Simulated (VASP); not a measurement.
# Co (P6_3/mmc) in VASP: further runs

Co is run at these levels: PBE; tasks: single point.

Program: VASP 6.6.1. These are calculated values, not measurements. Logs are shortened: lines on timing, memory, paths and dates and some standing lists are left out, and cuts for length are marked.

## 1. The cell of the first run

It takes space group P6_3/mmc (No. 194, hexagonal). Conventional cell: a = 2.528 Å, b = 2.528 Å, c = 4.104 Å, α = 90.00°, β = 90.00°, γ = 120.00°. Within 3.3 Å of Co (site symmetry -6m2) lie 12 Co at 2.52 to 2.53 Å.

## 2. Single point, PBE, collinear spin, ferromagnetic start

INCAR reads:

```
PREC = Accurate
ENCUT = 520
EDIFF = 1E-6
ISMEAR = 0
SIGMA = 0.1
LREAL = F
LASPH = T
NELM = 150
ALGO = Normal
ISIF = 2
LWAVE = F
LCHARG = F
ISPIN = 2
MAGMOM = 2.5 2.5
LORBIT = 11
LMAXMIX = 4
GGA = PE
NBANDS = 20
```

KPOINTS reads:

```
Automatic mesh
0
Gamma
  13 13 7
```

POSCAR reads:

```
Co
1.0
    2.5281232538      0.0000000000      0.0000000000
   -1.2640616269      2.1894189643      0.0000000000
    0.0000000000      0.0000000000      4.1035370626
Co
2
Direct
    0.3333333333      0.6666666667      0.2500000000
    0.6666666667      0.3333333333      0.7500000000
```

Potentials or basis: VASP PAW PBE potentials, release 64 (Co).

Launch:

```bash
$ cat potpaw_PBE.64/Co/POTCAR > POTCAR
$ mpirun -np 1 vasp_std > vasp.out
```

OUTCAR:

```text
PREC = Accurate
   ENCUT = 520
   EDIFF = 1E-6
   ISMEAR = 0
   LREAL = F
   LASPH = T
   NELM = 150
   ISIF = 2
   ISPIN = 2
   LORBIT = 11
   GGA = PE

 ion  position               nearest neighbor table
   1  0.333  0.667  0.250-   2 2.52   2 2.52   2 2.52   2 2.52   2 2.52   2 2.52
   2  0.667  0.333  0.750-   1 2.52   1 2.52   1 2.52   1 2.52   1 2.52   1 2.52

  LATTYP: Found a hexagonal cell.
 ALAT       =     2.5281232538
 C/A-ratio  =     1.6231554599

  Lattice vectors:

 A1 = (   2.5281232538,   0.0000000000,   0.0000000000)
 A2 = (  -1.2640616269,   2.1894189643,   0.0000000000)
 A3 = (   0.0000000000,   0.0000000000,   4.1035370626)

Analysis of symmetry for initial positions (statically):
=====================================================================
 Subroutine PRICEL returns:
 Original cell was already a primitive cell.

 Routine SETGRP: Setting up the symmetry group for a
 hexagonal supercell.

 Subroutine GETGRP returns: Found 24 space group operations
 (whereof 12 operations were pure point group operations)
 out of a pool of 24 trial point group operations.

The static configuration has the point symmetry D_3d.
 The point group associated with its full space group is D_6h.

Analysis of symmetry for dynamics (positions and initial velocities):
=====================================================================
 Subroutine PRICEL returns:
 Original cell was already a primitive cell.

 Routine SETGRP: Setting up the symmetry group for a
 hexagonal supercell.

 Subroutine GETGRP returns: Found 24 space group operations
 (whereof 12 operations were pure point group operations)
 out of a pool of 24 trial point group operations.

The dynamic configuration has the point symmetry D_3d.
 The point group associated with its full space group is D_6h.

Analysis of structural, dynamic, and magnetic symmetry:
=====================================================================
 Subroutine PRICEL returns:
 Original cell was already a primitive cell.

 Routine SETGRP: Setting up the symmetry group for a
 hexagonal supercell.

 Subroutine GETGRP returns: Found 24 space group operations
 (whereof 12 operations were pure point group operations)
 out of a pool of 24 trial point group operations.

The overall configuration has the point symmetry D_3d.
 The point group associated with its full space group is D_6h.

 Subroutine INISYM returns: Found 24 space group operations
 (whereof 12 operations are pure point group operations),
 and found     1 'primitive' translations

----------------------------------------------------------------------------------------

                                     Primitive cell

  volume of cell :      22.7136

  direct lattice vectors                    reciprocal lattice vectors
     2.528123254  0.000000000  0.000000000     0.395550335  0.228371092  0.000000000
    -1.264061627  2.189418964  0.000000000     0.000000000  0.456742184  0.000000000
     0.000000000  0.000000000  4.103537063     0.000000000  0.000000000  0.243692206

  length of vectors
     2.528123254  2.528123256  4.103537063     0.456742185  0.456742184  0.243692206

  position of ions in fractional coordinates (direct lattice)
     0.333333333  0.666666667  0.250000000
     0.666666667  0.333333333  0.750000000

  ion indices of the primitive-cell ions
   primitive index   ion index
                 1           1
                 2           2

----------------------------------------------------------------------------------------

 KPOINTS: Automatic mesh

Automatic generation of k-mesh.
 Grid dimensions read from file:
 generate k-points for:   13   13    7

 Generating k-lattice:

  Cartesian coordinates                     Fractional coordinates (reciprocal lattice)
     0.030426949  0.017567007  0.000000000     0.076923077 -0.000000000  0.000000000
     0.000000000  0.035134014  0.000000000     0.000000000  0.076923077  0.000000000
     0.000000000  0.000000000  0.034813172     0.000000000  0.000000000  0.142857143

  Length of vectors
     0.035134014  0.035134014  0.034813172

  Shift w.r.t. Gamma in fractional coordinates (k-lattice)
     0.000000000  0.000000000  0.000000000

 Subroutine IBZKPT returns following result:
 ===========================================

 Found     84 irreducible k-points:

 Following reciprocal coordinates:
            Coordinates               Weight
  0.000000  0.000000  0.000000      1.000000
  0.076923  0.000000  0.000000      6.000000
  0.153846  0.000000  0.000000      6.000000
  0.230769  0.000000  0.000000      6.000000
  0.307692  0.000000  0.000000      6.000000
  0.384615  0.000000  0.000000      6.000000
[... 16 lines left out ...]
  0.076923  0.000000  0.142857     12.000000
  0.153846  0.000000  0.142857     12.000000
 [... further k-points ...]
   k-points           NKPTS =     84   k-points in BZ     NKDIM =     84   number of bands    NBANDS=     20
   number of dos      NEDOS =    301   number of ions     NIONS =      2
   total plane-waves  NPLWV =  12800
   dimension x,y,z NGX =    20 NGY =   20 NGZ =   32
   dimension x,y,z NGXF=    40 NGYF=   40 NGZF=   64
   ions per type =               2
   NGX,Y,Z   is equivalent  to a cutoff of  13.15, 13.15, 12.96 a.u.
   NGXF,Y,Z  is equivalent  to a cutoff of  26.30, 26.30, 25.93 a.u.
 SYSTEM =  unknown system
   PREC   = accura    normal or accurate (medium, high low for compatibility)
   ISTART =      0    job   : 0-new  1-cont  2-samecut
   ICHARG =      2    charge: 1-file 2-atom 10-const
   ISPIN  =      2    spin polarized calculation?
   LNONCOLLINEAR =      F non collinear calculations
   LSORBIT =      F    spin-orbit coupling
   LASPH  =      T    aspherical Exc in radial PAW
   ENCUT  =  520.0 eV  38.22 Ry    6.18 a.u.   4.70  4.70  7.63*2*pi/ulx,y,z
   NELM   =    150;   NELMIN=  2; NELMDL= -5     # of ELM steps
   EDIFF  = 0.1E-05   stopping-criterion for ELM
   LREAL  =      F    real-space projection
   EDIFFG = 0.1E-04   stopping-criterion for IOM
   NSW    =      0    number of steps for IOM
   IBRION =     -1    ionic relax: 0-MD 1-quasi-New 2-CG
   NFREE  =      0    steps in history (QN), initial steepest desc. (CG)
   ISIF   =      2    stress and relaxation
   ISYM   =      2    0-nonsym 1-usesym 2-fastsym
   POTIM  = 0.5000    time-step for ionic-motion
   TEBEG  =    0.0;   TEEND  =   0.0 temperature during run
   PSTRESS=    0.0 pullay stress
   NELECT =      18.0000    total number of electrons
   NUPDOWN=      -1.0000    fix difference up-down
   EMIN   =  10.00;   EMAX   =-10.00  energy-range for DOS
   EFERMI =   0.00;   METHOD = LEGACY
   ISMEAR =     0;   SIGMA  =   0.10  broadening in eV -4-tet -1-fermi 0-gaus
   EFERMI_NEDOS =   21; number of points for ismear=-14 and -15
   IALGO  =     38    algorithm
   IMIX   =      4    mixing-type and parameters
     AMIX     =   0.40;   BMIX     =  1.00
     AMIX_MAG =   1.60;   BMIX_MAG =  1.00
  volume/ion in A,a.u.               =      11.36        76.64
  Fermi-wavevector in a.u.,A,eV,Ry     =   1.514969  2.862877 31.227167  2.295132
  Thomas-Fermi vector in A             =   2.624556
   LORBIT       =     11    0 simple, 1 ext, 2 COOP (PROOUT), +10 PAW based schemes
   GGA     = PE    functional components
   LHFCALC =     F    Hartree Fock is set to
   AEXX    =    0.0000 exact exchange contribution
   IVDW    =     0    specifies the selected vdW correction
   LEPSILON=     F    determine dielectric tensor
   LRPA    =     F    only Hartree local field effects (RPA)
 spin polarized calculation
 Gauss-broadening in eV      SIGMA  =   0.10
  energy-cutoff  :      520.00
  volume of cell :       22.71
 maximum number of plane-waves:       623
 NGX is ok and might be reduce to    20
   NGX =  9   NGY =  9   NGZ = 15

 number of electron      18.0000003 magnetization       3.2500925

 Free energy of the ion-electron system (eV)
  ---------------------------------------------------
  ext. energy  EPLUGINS =         0.00000000
  ---------------------------------------------------
  free energy    TOTEN  =       -14.04479808 eV

  energy without entropy =      -14.03492700  energy(sigma->0) =      -14.03986254

 E-fermi :   9.6217     XC(G=0): -13.1378

 val. band max:        9.6189211533   @ k =   0.3077   0.3077   0.4286
 cond. band min:       9.6244740144   @ k =   0.0000   0.0000   0.1429
 fundamental gap:      0.0055528611
 Fermi energy:         9.6217463873

 spin component 1

 k-point     1 :       0.0000    0.0000    0.0000
  band No.  band energies     occupation
      1       0.9883      1.00000
      2       4.7011      1.00000
      3       7.0559      1.00000
      4       7.0928      1.00000
      5       7.0928      1.00000
      6       7.3767      1.00000
[... 12 lines left out ...]
     19      34.8062      0.00000
     20      34.8062      0.00000
[... 507 lines left out ...]
 k-point    24 :       0.1538    0.0000    0.1429
  band No.  band energies     occupation
      1       1.9608      1.00000
      2       5.1155      1.00000
      3       6.6810      1.00000
      4       6.8157      1.00000
      5       7.1167      1.00000
      6       7.3134      1.00000
[... 12 lines left out ...]
     19      35.6175      0.00000
     20      36.5317      0.00000

 [... further k-points ...]

 spin component 2

 k-point     1 :       0.0000    0.0000    0.0000
  band No.  band energies     occupation
      1       0.9632      1.00000
      2       5.6435      1.00000
      3       8.6972      1.00000
      4       8.7495      1.00000
      5       8.7495      1.00000
      6       9.0855      1.00000
[... 12 lines left out ...]
     19      35.0764      0.00000
     20      35.0764      0.00000
[... 507 lines left out ...]
 k-point    24 :       0.1538    0.0000    0.1429
  band No.  band energies     occupation
      1       1.9441      1.00000
      2       6.0133      1.00000
      3       7.9227      1.00000
      4       8.2321      1.00000
      5       8.7694      1.00000
      6       9.0096      1.00000
[... 12 lines left out ...]
     19      35.7552      0.00000
     20      36.7602      0.00000

 [... further k-points ...]

------------------------ aborting loop because EDIFF is reached ----------------------------------------

  FORCE on cell =-STRESS in cart. coord.  units (eV):
  Direction    XX          YY          ZZ          XY          YZ          ZX
  --------------------------------------------------------------------------------------
  -------------------------------------------------------------------------------------
  Total       -1.2785881     -1.2785881     -1.4068100      0.0000000     -0.0000000      0.0000000
  in kB      -90.1894559    -90.1894562    -99.2340132      0.0000000     -0.0000000      0.0000000
  external PRESSURE =     -93.2043084 kB  Pullay stress =       0.0000000 kB

 VOLUME and BASIS-vectors are now :
 -----------------------------------------------------------------------------
  energy-cutoff  :      520.00
  volume of cell :       22.71
      direct lattice vectors                 reciprocal lattice vectors
     2.528123254  0.000000000  0.000000000     0.395550335  0.228371092  0.000000000
    -1.264061627  2.189418964  0.000000000     0.000000000  0.456742184  0.000000000
     0.000000000  0.000000000  4.103537063     0.000000000  0.000000000  0.243692206

 POSITION                                       TOTAL-FORCE (eV/Angst)
 -----------------------------------------------------------------------------------
     -0.00000      1.45961      1.02588        -0.000000      0.000000      0.000000
      1.26406      0.72981      3.07765         0.000000     -0.000000      0.000000
 -----------------------------------------------------------------------------------
    total drift:                               -0.000000      0.000000     -0.000000

  FREE ENERGIE OF THE ION-ELECTRON SYSTEM (eV)
  ---------------------------------------------------
  free  energy   TOTEN  =       -14.0447980799 eV

  energy  without entropy=      -14.0349270040  energy(sigma->0) =      -14.03986254

 total charge

# of ion       s       p       d       tot
------------------------------------------
    1        0.470   0.483   7.234   8.187
    2        0.470   0.483   7.234   8.187
--------------------------------------------------
tot          0.939   0.967  14.468  16.374

 magnetization (x)

# of ion       s       p       d       tot
------------------------------------------
    1       -0.015  -0.056   1.726   1.656
    2       -0.015  -0.056   1.726   1.656
--------------------------------------------------
tot         -0.030  -0.111   3.452   3.312
```

Run time: 45 s. Hardware: 1 thread of Intel Xeon Platinum 8488C (Sapphire Rapids), shared host; peak memory 0.18 GiB.

What came out:

```
Free energy                                           : -14.0448 eV
Pressure                                              : -9.3 GPa
Net moment                                            : 3.25 μB per cell
Site moments                                          : Co +1.66 μB
Valence electrons inside the program's atomic spheres : Co 8.19
```

Stress tensor (GPa, compression positive):
```
-9.02  0.00  0.00
 0.00 -9.02  0.00
 0.00  0.00 -9.92
```

## 3. Single point, PBE, collinear spin, ferromagnetic start

This run uses another cell than the first one, of 11.63 Å³/atom, 1.024 times its volume.

INCAR reads:

```
SYSTEM = Co
ALGO = Normal ; EDIFF = 1E-6
ENCUT = 520 ; GGA = PE
ISIF = 2 ; ISMEAR = 0
ISPIN = 2 ; LASPH = .TRUE.
LCHARG = .FALSE. ; LMAXMIX = 4
LORBIT = 11 ; LREAL = .FALSE.
LWAVE = .FALSE. ; MAGMOM = 2.5 2.5
NBANDS = 20 ; NELM = 150
PREC = Accurate ; SIGMA = 0.1
```

KPOINTS reads:

```
k-points
0
G
  13 13 7
  0 0 0
```

POSCAR reads:

```
Co
1.0
    2.5485122251      0.0000000000      0.0000000000
   -1.2742561125      2.2070763314      0.0000000000
    0.0000000000      0.0000000000      4.1366315326
Co
2
Direct
    0.3333333333      0.6666666667      0.2500000000
    0.6666666667      0.3333333333      0.7500000000
```

Potentials or basis: VASP PAW PBE potentials, release 64 (Co).

Launch:

```bash
$ cat potpaw_PBE.64/Co/POTCAR > POTCAR
$ mpirun -np 1 vasp_std > vasp.out
```

It took 42 s on 1 thread of Intel Xeon Platinum 8488C (Sapphire Rapids), shared host; peak memory 0.18 GiB.

The run converged. Its results:

| Property | Result |
| --- | --- |
| Free energy | -14.0058 eV |
| Pressure | -13.2 GPa |
| Net moment | 3.27 μB per cell |
| Site moments | Co +1.67 μB |
| Valence electrons inside the program's atomic spheres | Co 8.14 |

Stress tensor (GPa, compression positive):
```
-13.01   0.00   0.00
  0.00 -13.01   0.00
  0.00   0.00 -13.63
```

Levels at points of the mesh, in eV from the Fermi level:
Spin up:
```tsv
k point	band 9	band 10	band 11	band 12	band 13	band 14
(0.00, 0.00, 0.00)	-1.92	-0.94	-0.94	-0.06	5.70	21.43
```
Spin down:
```csv
k point,band 4,band 5,band 6,band 7,band 8,band 9,band 10,band 11
"(0.00, 0.00, 0.00)",-0.84,-0.84,-0.52,-0.52,-0.16,-0.11,-0.11,0.98
```
